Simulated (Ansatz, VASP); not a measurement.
One calculation of Li5Cl3, two programs

```xyz
8
Lattice="8.0899 0.0000 0.0000 -4.0450 7.0061 0.0000 0.0000 0.0000 4.5360" Properties=species:S:1:pos:R:3 pbc="T T T"
Li    4.0450    0.0000    0.0000
Li   -2.0225    3.5030    0.0000
Li    2.0225    3.5030    0.0000
Li    0.0000    0.0000    1.1395
Li    0.0000    0.0000    3.3965
Cl    4.0450    0.0000    2.2680
Cl   -2.0225    3.5030    2.2680
Cl    2.0225    3.5030    2.2680
```

Alike in both runs: functional PBE; k mesh 6 × 6 × 8; occupations gaussian, width 0.01 eV; no spin polarisation.

Ansatz relaxed the structure, and its values are those at the end. VASP's run is a single point on that final structure, the one shown.

|  | VASP | Ansatz |
| --- | --- | --- |
| version | VASP 6.6.1 | Ansatz 0.2.0 |
| potentials or method | VASP PAW PBE potentials, release 64 (Li_sv, Cl), cutoff 520 eV | scalar-relativistic, plane waves, PAW |
| valence electrons in the cell | 36 | 36 |

```csv
,VASP,Ansatz,Ansatz less VASP
gap on the k mesh at the Fermi level (eV),0.15,0.14,-0.009
least direct gap on the mesh (eV),0.15,0.14,-0.009
```

Noted on VASP's run: the cutoff is short for stress, so the pressure is rough.
